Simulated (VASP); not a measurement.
# H14CO8 in VASP: notebook

The runs below take H14CO8 through single point, with PBE.

Program: VASP 6.6.1. These are calculated values, not measurements. Logs are shortened: lines on timing, memory, paths and dates and some standing lists are left out, and cuts for length are marked.

## 1. The cell of the first run

The cell holds a disordered packing, 23 atoms: a = 6.025 Å, b = 6.025 Å, c = 6.025 Å, α = 90.00°, β = 90.00°, γ = 90.00°.

## 2. Single point, PBE

The input, INCAR:

```
SYSTEM = H14CO8
ALGO = Normal ; EDIFF = 1E-6
ENCUT = 520 ; GGA = PE
ISIF = 2 ; ISMEAR = -1
LASPH = .TRUE. ; LCHARG = .FALSE.
LREAL = Auto ; LWAVE = .FALSE.
NBANDS = 50 ; NELM = 100
PREC = Accurate ; SIGMA = 0.02
```

The input, KPOINTS:

```
k-points
0
G
  1 1 1
  0 0 0
```

The input, POSCAR:

```
H14CO8
1.0
    6.0248970000      0.0000000000      0.0000000000
    0.0000000000      6.0248970000      0.0000000000
    0.0000000000      0.0000000000      6.0248970000
O H C
8 14 1
Direct
    0.4673108934      0.9531283273      0.7663035567
    0.8748863259      0.0273033713      0.4139655831
    0.9801993295      0.3361219287      0.8378400494
    0.4111771537      0.1286329044      0.3133165596
    0.3076567118      0.5716280295     -0.0785075662
   -0.0398513037     -0.0737771949      0.9970626884
    0.6320937935      0.4476923008      0.5594452486
    0.7220206420      0.6238612876      0.2348421890
    0.5417520001      1.0240175060      0.8780731023
    0.5685574376      0.9637177200      0.6361934486
    0.9989714347      0.0236186610      0.5163905707
    0.9006295045     -0.0243821596      0.2531661537
    1.1244175627      0.3654668287      0.8826043001
    0.9299578067      0.4939171574      0.8083291714
    0.5107141251      0.0097595029      0.2619131912
    0.2824778581      0.0425567441      0.2877061633
    0.3865626251      0.7179541825     -0.1412140324
    0.3852016059      0.5742006876      0.0731464787
   -0.0620425544      0.0858105956      0.9389206156
    0.0349051610     -0.1639862059      0.8850275781
    0.5194943582      0.3520724089      0.4787633714
    0.9315511950      0.5667482780      0.5035770736
    0.7614072075      0.5605241052      0.4323061456
```

Potentials or basis: VASP PAW PBE potentials, release 64 (O, H, C).

Run with:

```
cat potpaw_PBE.64/O/POTCAR potpaw_PBE.64/H/POTCAR potpaw_PBE.64/C/POTCAR > POTCAR
mpirun -np 1 vasp_gam > vasp.out
```

OUTCAR:

```text
SYSTEM = H14CO8
   EDIFF = 1E-6
   ENCUT = 520
   GGA = PE
   ISIF = 2
   ISMEAR = -1
   LASPH = .TRUE.
   LREAL = Auto
   NELM = 100
   PREC = Accurate

 ion  position               nearest neighbor table
   1  0.467  0.953  0.766-   9 0.91  10 1.00
   2  0.875  0.027  0.414-  11 0.97  12 1.03
   3  0.980  0.336  0.838-  13 0.93  14 1.01
   4  0.411  0.129  0.313-  16 0.95  15 0.98
   5  0.308  0.572  0.921-  18 1.03  17 1.07
   6  0.960  0.926  0.997-  20 0.98  19 1.03
   7  0.632  0.448  0.559-  21 1.01  23 1.29
   8  0.722  0.624  0.235-  23 1.27
   9  0.542  0.024  0.878-   1 0.91
  10  0.569  0.964  0.636-   1 1.00
  11  0.999  0.024  0.516-   2 0.97
  12  0.901  0.976  0.253-   2 1.03
  13  0.124  0.365  0.883-   3 0.93
  14  0.930  0.494  0.808-   3 1.01
  15  0.511  0.010  0.262-   4 0.98
  16  0.282  0.043  0.288-   4 0.95
  17  0.387  0.718  0.859-   5 1.07
  18  0.385  0.574  0.073-   5 1.03
  19  0.938  0.086  0.939-   6 1.03
  20  0.035  0.836  0.885-   6 0.98
  21  0.519  0.352  0.479-   7 1.01
  22  0.932  0.567  0.504-  23 1.11
  23  0.761  0.561  0.432-  22 1.11   8 1.27   7 1.29

  LATTYP: Found a simple cubic cell.
 ALAT       =     6.0248970000

  Lattice vectors:

 A1 = (   6.0248970000,   0.0000000000,   0.0000000000)
 A2 = (   0.0000000000,   6.0248970000,   0.0000000000)
 A3 = (   0.0000000000,   0.0000000000,   6.0248970000)

Analysis of symmetry for initial positions (statically):
=====================================================================
 Subroutine PRICEL returns:
 Original cell was already a primitive cell.

 Routine SETGRP: Setting up the symmetry group for a
 simple cubic supercell.

 Subroutine GETGRP returns: Found  1 space group operations
 (whereof  1 operations were pure point group operations)
 out of a pool of 48 trial point group operations.

The static configuration has the point symmetry C_1 .

Analysis of symmetry for dynamics (positions and initial velocities):
=====================================================================
 Subroutine PRICEL returns:
 Original cell was already a primitive cell.

 Routine SETGRP: Setting up the symmetry group for a
 simple cubic supercell.

 Subroutine GETGRP returns: Found  1 space group operations
 (whereof  1 operations were pure point group operations)
 out of a pool of 48 trial point group operations.

The dynamic configuration has the point symmetry C_1 .

 Subroutine INISYM returns: Found  1 space group operations
 (whereof  1 operations are pure point group operations),
 and found     1 'primitive' translations

----------------------------------------------------------------------------------------

                                     Primitive cell

  volume of cell :     218.7000

  direct lattice vectors                    reciprocal lattice vectors
     6.024897000  0.000000000  0.000000000     0.165977941  0.000000000  0.000000000
     0.000000000  6.024897000  0.000000000     0.000000000  0.165977941  0.000000000
     0.000000000  0.000000000  6.024897000     0.000000000  0.000000000  0.165977941

  length of vectors
     6.024897000  6.024897000  6.024897000     0.165977941  0.165977941  0.165977941

  position of ions in fractional coordinates (direct lattice)
     0.467310893  0.953128327  0.766303557
     0.874886326  0.027303371  0.413965583
     0.980199330  0.336121929  0.837840049
     0.411177154  0.128632904  0.313316560
     0.307656712  0.571628029  0.921492434
     0.960148696  0.926222805  0.997062688
[... 15 lines left out ...]
     0.931551195  0.566748278  0.503577074
     0.761407207  0.560524105  0.432306146

  ion indices of the primitive-cell ions
   primitive index   ion index
                 1           1
                 2           2
                 3           3
                 4           4
                 5           5
                 6           6
[... 15 lines left out ...]
                22          22
                23          23

----------------------------------------------------------------------------------------

 KPOINTS: k-points

Automatic generation of k-mesh.
 Grid dimensions read from file:
 generate k-points for:    1    1    1

 Generating k-lattice:

  Cartesian coordinates                     Fractional coordinates (reciprocal lattice)
     0.165977941  0.000000000  0.000000000     1.000000000  0.000000000  0.000000000
     0.000000000  0.165977941  0.000000000     0.000000000  1.000000000  0.000000000
     0.000000000  0.000000000  0.165977941     0.000000000  0.000000000  1.000000000

  Length of vectors
     0.165977941  0.165977941  0.165977941

  Shift w.r.t. Gamma in fractional coordinates (k-lattice)
     0.000000000  0.000000000  0.000000000

 Subroutine IBZKPT returns following result:
 ===========================================

 Found      1 irreducible k-points:

 Following reciprocal coordinates:
            Coordinates               Weight
  0.000000  0.000000  0.000000      1.000000
   k-points           NKPTS =      1   k-points in BZ     NKDIM =      1   number of bands    NBANDS=     50
   number of dos      NEDOS =    301   number of ions     NIONS =     23
   total plane-waves  NPLWV = 110592
   dimension x,y,z NGX =    48 NGY =   48 NGZ =   48
   dimension x,y,z NGXF=    96 NGYF=   96 NGZF=   96
   ions per type =               8  14   1
   NGX,Y,Z   is equivalent  to a cutoff of  13.24, 13.24, 13.24 a.u.
   NGXF,Y,Z  is equivalent  to a cutoff of  26.49, 26.49, 26.49 a.u.
 SYSTEM =  H14CO8
   PREC   = accura    normal or accurate (medium, high low for compatibility)
   ISTART =      0    job   : 0-new  1-cont  2-samecut
   ICHARG =      2    charge: 1-file 2-atom 10-const
   ISPIN  =      1    spin polarized calculation?
   LNONCOLLINEAR =      F non collinear calculations
   LSORBIT =      F    spin-orbit coupling
   LASPH  =      T    aspherical Exc in radial PAW
   ENCUT  =  520.0 eV  38.22 Ry    6.18 a.u.  11.20 11.20 11.20*2*pi/ulx,y,z
   NELM   =    100;   NELMIN=  2; NELMDL= -5     # of ELM steps
   EDIFF  = 0.1E-05   stopping-criterion for ELM
   LREAL  =      T    real-space projection
   EDIFFG = 0.1E-04   stopping-criterion for IOM
   NSW    =      0    number of steps for IOM
[... 5 lines left out ...]
   TEBEG  =    0.0;   TEEND  =   0.0 temperature during run
   PSTRESS=    0.0 pullay stress
   NELECT =      66.0000    total number of electrons
   NUPDOWN=      -1.0000    fix difference up-down
   EMIN   =  10.00;   EMAX   =-10.00  energy-range for DOS
   EFERMI =   0.00;   METHOD = LEGACY
   ISMEAR =    -1;   SIGMA  =   0.02  broadening in eV -4-tet -1-fermi 0-gaus
   EFERMI_NEDOS =   21; number of points for ismear=-14 and -15
   IALGO  =     38    algorithm
   IMIX   =      4    mixing-type and parameters
     AMIX     =   0.40;   BMIX     =  1.00
     AMIX_MAG =   1.60;   BMIX_MAG =  1.00
  volume/ion in A,a.u.               =       9.51        64.17
  Fermi-wavevector in a.u.,A,eV,Ry     =   1.098095  2.075098 16.406072  1.205812
  Thomas-Fermi vector in A             =   2.234466
   LORBIT       =      0    0 simple, 1 ext, 2 COOP (PROOUT), +10 PAW based schemes
   GGA     = PE    functional components
   LHFCALC =     F    Hartree Fock is set to
   AEXX    =    0.0000 exact exchange contribution
   IVDW    =     0    specifies the selected vdW correction
   LEPSILON=     F    determine dielectric tensor
   LRPA    =     F    only Hartree local field effects (RPA)
 non-spin polarized calculation
  energy-cutoff  :      520.00
  volume of cell :      218.70
 maximum number of plane-waves:      2944
 NGX is ok and might be reduce to    48
   NGX = 23   NGY = 23   NGZ = 23

 number of electron      65.9999998 magnetization

 Free energy of the ion-electron system (eV)
  ---------------------------------------------------
  ext. energy  EPLUGINS =         0.00000000
  ---------------------------------------------------
  free energy    TOTEN  =      -115.38812298 eV

  energy without entropy =     -115.38812298  energy(sigma->0) =     -115.38812298

 E-fermi :  -2.0564     XC(G=0):  -7.3359

 val. band max:       -2.5423525714   @ k =   0.0000   0.0000   0.0000
 cond. band min:       1.6842732074   @ k =   0.0000   0.0000   0.0000
 fundamental gap:      4.2266257788
 Fermi energy:        -2.0564188195

 k-point     1 :       0.0000    0.0000    0.0000
  band No.  band energies     occupation
      1     -24.1345      2.00000
      2     -22.6228      2.00000
      3     -22.3851      2.00000
      4     -21.6793      2.00000
      5     -21.2705      2.00000
      6     -21.0724      2.00000
[... 37 lines left out ...]
     44       7.1100      0.00000
     45       7.5917      0.00000
 [bands above 45 left out]

------------------------ aborting loop because EDIFF is reached ----------------------------------------

  FORCE on cell =-STRESS in cart. coord.  units (eV):
  Direction    XX          YY          ZZ          XY          YZ          ZX
  --------------------------------------------------------------------------------------
  -------------------------------------------------------------------------------------
  Total        7.1672617     -1.9263026     -0.8664734      3.5709605      1.1515465      0.1381911
  in kB       52.5067288    -14.1119232     -6.3477081     26.1605424      8.4361288      1.0123757
  external PRESSURE =      10.6823658 kB  Pullay stress =       0.0000000 kB

 VOLUME and BASIS-vectors are now :
 -----------------------------------------------------------------------------
  energy-cutoff  :      520.00
  volume of cell :      218.70
      direct lattice vectors                 reciprocal lattice vectors
     6.024897000  0.000000000  0.000000000     0.165977941  0.000000000  0.000000000
     0.000000000  6.024897000  0.000000000     0.000000000  0.165977941  0.000000000
     0.000000000  0.000000000  6.024897000     0.000000000  0.000000000  0.165977941

 POSITION                                       TOTAL-FORCE (eV/Angst)
 -----------------------------------------------------------------------------------
      2.81550      5.74250      4.61690        -1.063428     -1.553658     -3.168501
      5.27110      0.16450      2.49410        -0.691690      0.131919     -0.430144
      5.90560      2.02510      5.04790        -3.390466      0.731447     -1.438884
      2.47730      0.77500      1.88770         1.288860     -0.394040     -0.571230
      1.85360      3.44400      5.55190         2.308450      2.495874      1.498009
      5.78480      5.58040      6.00720        -0.295773      1.578174     -0.453380
[... 15 lines left out ...]
      5.61250      3.41460      3.03400         0.013059      0.604198     -0.027324
      4.58740      3.37710      2.60460         0.425419      0.410174     -4.246265
 -----------------------------------------------------------------------------------
    total drift:                               -0.000478     -0.003073      0.005625

  FREE ENERGIE OF THE ION-ELECTRON SYSTEM (eV)
  ---------------------------------------------------
  free  energy   TOTEN  =      -115.3881229803 eV

  energy  without entropy=     -115.3881229803  energy(sigma->0) =     -115.38812298
```

Wall time 33 s (1 thread of AMD EPYC 7R13, shared host); peak memory 0.28 GiB.

Results:

```
Free energy   : -115.3881 eV
Pressure      : 1.1 GPa
Largest force : 4.287 eV/Å
```

Forces on the atoms (eV/Å):
```
O   -1.063 -1.554 -3.169
O   -0.692  0.132 -0.430
O   -3.390  0.731 -1.439
O    1.289 -0.394 -0.571
O    2.308  2.496  1.498
O   -0.296  1.578 -0.453
O   -1.436 -1.162  0.893
O   -0.079 -0.882  2.788
H    1.733  1.714  2.524
H   -0.400 -0.028  0.544
H    0.115  0.075 -0.626
H    0.653 -0.137  1.633
H    3.065  0.622  0.884
H   -0.016 -2.157  0.597
H    0.893  0.667  0.356
H   -2.241 -0.024 -0.069
H   -0.913 -1.789  0.149
H   -0.757 -0.443 -1.502
H    0.494 -1.212  0.068
H    0.092  0.192  0.570
H    0.202  0.561  0.028
H    0.013  0.604 -0.027
C    0.425  0.410 -4.246
```

Stress tensor (GPa, compression positive):
```
 5.25  2.62  0.10
 2.62 -1.41  0.84
 0.10  0.84 -0.63
```

Levels at points of the mesh, in eV from the Fermi level:
```csv
k point,band 29,band 30,band 31,band 32,band 33,band 34,band 35,band 36,band 37,band 38
"(0.00, 0.00, 0.00)",-1.59,-1.37,-0.94,-0.86,-0.49,3.74,4.12,6.04,6.98,7.39
```

Caveat: the k points lie up to 1.04 Å⁻¹ apart.

## 3. Single point, PBE

The input, INCAR:

```
PREC = Accurate
ENCUT = 520
EDIFF = 1E-6
ISMEAR = -1
SIGMA = 0.02
LREAL = Auto
LASPH = True
NELM = 60
ALGO = Normal
ISIF = 2
LWAVE = False
LCHARG = False
GGA = PE
NBANDS = 50
```

The input, KPOINTS:

```
Automatic mesh
0
Gamma
  1 1 1
```

The input, POSCAR:

```
H14CO8
1.0
    6.0248970000      0.0000000000      0.0000000000
    0.0000000000      6.0248970000      0.0000000000
    0.0000000000      0.0000000000      6.0248970000
O H C
8 14 1
Direct
    0.5077099243      0.9654272928      0.7997813075
    0.8544212457      0.0944082530      0.4545471898
    0.9573939604      0.3062458993      0.8614587104
    0.4094177876      0.1084499868      0.3756412765
    0.2570334397      0.6172719633     -0.1186078368
   -0.0292619110     -0.0649471684      1.0483830678
    0.5550302354      0.5195109560      0.5661507574
    0.6875802192      0.5553455935      0.2117712552
    0.6644926876      0.9070694487      0.7918641597
    0.4587464317      1.0286814862      0.6622021920
    1.0160173693      0.0953709250      0.4859170207
    0.8623549913      0.0972630735      0.2989760655
    1.0114197803      0.4725060030      0.8729443839
    0.8048768303      0.3455660736      0.8360474876
    0.5007720464      0.0049793382      0.3112584331
    0.2604857809      0.0573951721      0.3142792317
    0.3494997508      0.7558137508     -0.1533802155
    0.3171008567      0.5711134979      0.0138923537
    0.0489634927      0.0618101853      0.9756017406
    0.0981261588     -0.1684344147      1.0432211538
    0.4286878265      0.4285218486      0.5052534508
    0.8450268942      0.6572726472      0.5222329942
    0.7122611391      0.5672960052      0.4234927170
```

Potentials or basis: VASP PAW PBE potentials, release 64 (O, H, C).

Run with:

```
cat potpaw_PBE.64/O/POTCAR potpaw_PBE.64/H/POTCAR potpaw_PBE.64/C/POTCAR > POTCAR
mpirun -np 1 vasp_gam > vasp.out
```

It took 31 s on 1 thread of AMD EPYC 7R13, shared host; peak memory 0.28 GiB.

Results (log left out):

- Free energy: -115.4693 eV
- Pressure: 1.7 GPa
- Largest force: 4.751 eV/Å

Forces on the atoms (eV/Å):
```
O    1.150 -1.156  1.659
O    1.445  0.171  2.315
O    0.912  3.443 -0.130
O   -4.529  1.362  0.458
O   -0.980  1.929 -2.126
O    1.712  0.255 -0.029
O   -0.982 -0.991  0.739
O    0.923  0.224  3.908
H   -1.405  0.926 -0.157
H    0.351  0.340 -1.151
H   -1.318  0.130  0.694
H   -0.238 -0.302 -2.466
H    0.315 -2.473 -0.075
H   -1.051 -0.764 -0.064
H    2.524 -2.034 -1.434
H    1.492  0.718  0.386
H   -0.048 -0.452 -0.231
H    1.545 -1.452  2.763
H   -1.255  0.246  0.050
H   -0.822 -0.760 -0.046
H    0.949  0.446 -0.071
H    0.095 -0.524 -0.959
C   -0.785  0.717 -4.032
```

Stress tensor (GPa, compression positive):
```
 0.39 -1.75 -2.33
-1.75  1.33 -1.46
-2.33 -1.46  3.37
```

Levels at points of the mesh, in eV from the Fermi level:
```tsv
k point	band 31	band 32	band 33	band 34	band 35	band 36
(0.00, 0.00, 0.00)	-1.02	-0.79	-0.48	3.74	4.17	6.50
```

Caveat: the k points lie up to 1.04 Å⁻¹ apart; the atoms stand as in a frame of molecular dynamics.

## 4. Single point, PBE

The input, INCAR:

```
SYSTEM = H14CO8
ALGO     = Normal         ! electronic algorithm
EDIFF    = 1E-6           ! SCF threshold, eV
ENCUT    = 520            ! plane-wave cutoff, eV
GGA      = PE             ! functional
ISIF     = 2              ! what is computed and relaxed
ISMEAR   = -1             ! smearing method
LASPH    = .TRUE.         ! aspherical terms in the spheres
LCHARG   = .TRUE.         ! write CHGCAR
LELF     = .TRUE.         ! ELF
LREAL    = Auto         
LVHAR    = .TRUE.       
LWAVE    = .FALSE.        ! write WAVECAR
NBANDS   = 50             ! bands
NELM     = 80             ! most SCF steps
PREC     = Accurate       ! precision mode
SIGMA    = 0.02           ! smearing width, eV
```

The input, KPOINTS:

```
k-points
0
G
  1 1 1
  0 0 0
```

The input, POSCAR:

```
H14CO8
1.0
    6.0248970000      0.0000000000      0.0000000000
    0.0000000000      6.0248970000      0.0000000000
    0.0000000000      0.0000000000      6.0248970000
O H C
8 14 1
Direct
    0.5036932582      0.9807636545      0.8777909398
    0.8441306134      0.0862587360      0.4870124751
    0.8940567781      0.3672925861      0.8403629141
    0.3394248898      0.1770320721      0.4014508464
    0.2303275890      0.6423014369     -0.1205165831
   -0.0593039184     -0.0326810566      1.0846326502
    0.5486898780      0.5101995935      0.5464159802
    0.7475148538      0.5364407060      0.2139621640
    0.6069481354      0.9455763310      0.7684612700
    0.5004400905      1.1436876016      0.8891770266
    0.9180405906      0.1976797280      0.5925910435
    0.9209120090      0.0543909713      0.3373999589
    0.9962327987      0.4795102721      0.9069366663
    0.7448924023      0.4232769456      0.7924118869
    0.4944648846      0.1362844875      0.4659996677
    0.3162543692      0.1291142405      0.2557720074
    0.3159722067      0.7765277979     -0.1469402713
    0.3234246162      0.5222993854     -0.1704593456
   -0.0366645272      0.1061594912      0.9913032538
    0.0783415882     -0.1101429618      1.0434867185
    0.4223142736      0.4064135868      0.4730205346
    0.8843138729      0.6047074332      0.5171042758
    0.7276970876      0.5628311986      0.4126543574
```

Run with:

```
cat potpaw_PBE.64/O/POTCAR potpaw_PBE.64/H/POTCAR potpaw_PBE.64/C/POTCAR > POTCAR
mpirun -np 1 vasp_gam > vasp.out
```

It took 39 s on 1 thread of AMD EPYC 7R13, shared host; peak memory 0.28 GiB.

Results (log left out):

- Free energy: -115.8459 eV
- Pressure: -0.3 GPa
- Largest force: 3.970 eV/Å

Forces on the atoms (eV/Å):
```
O   -2.042  1.370  1.699
O    0.059  0.578  0.773
O   -0.202 -0.683 -0.436
O    1.856  0.834  3.409
O   -0.786 -0.571  0.400
O    1.708  1.224 -1.007
O   -0.289  0.043 -0.387
O   -0.982  0.360  0.377
H    2.062 -0.393 -1.767
H    0.245 -0.734 -0.081
H   -0.423 -1.216 -1.401
H   -0.594  0.342  1.263
H   -1.036  0.229 -0.533
H    1.361  0.192  0.679
H   -1.532 -0.311 -1.720
H    0.217 -0.794 -1.801
H    0.519  0.543 -0.064
H    0.369  0.009 -0.181
H   -1.015 -0.530  0.604
H   -0.557 -0.627  0.396
H    1.147  0.878 -0.323
H   -1.380  0.221 -0.401
C    1.296 -0.963  0.503
```

Stress tensor (GPa, compression positive):
```
-2.79 -1.05 -2.22
-1.05  0.77  0.22
-2.22  0.22  1.09
```

Levels at points of the mesh, in eV from the Fermi level:
| k point | band 30 | band 31 | band 32 | band 33 | band 34 | band 35 | band 36 | band 37 |
| --- | --- | --- | --- | --- | --- | --- | --- | --- |
| (0.00, 0.00, 0.00) | -1.36 | -1.29 | -0.75 | -0.59 | 3.46 | 4.51 | 6.36 | 7.36 |

Caveat: the k points lie up to 1.04 Å⁻¹ apart; the atoms stand as in a frame of molecular dynamics.

(Part 1 of 2 ends here.)
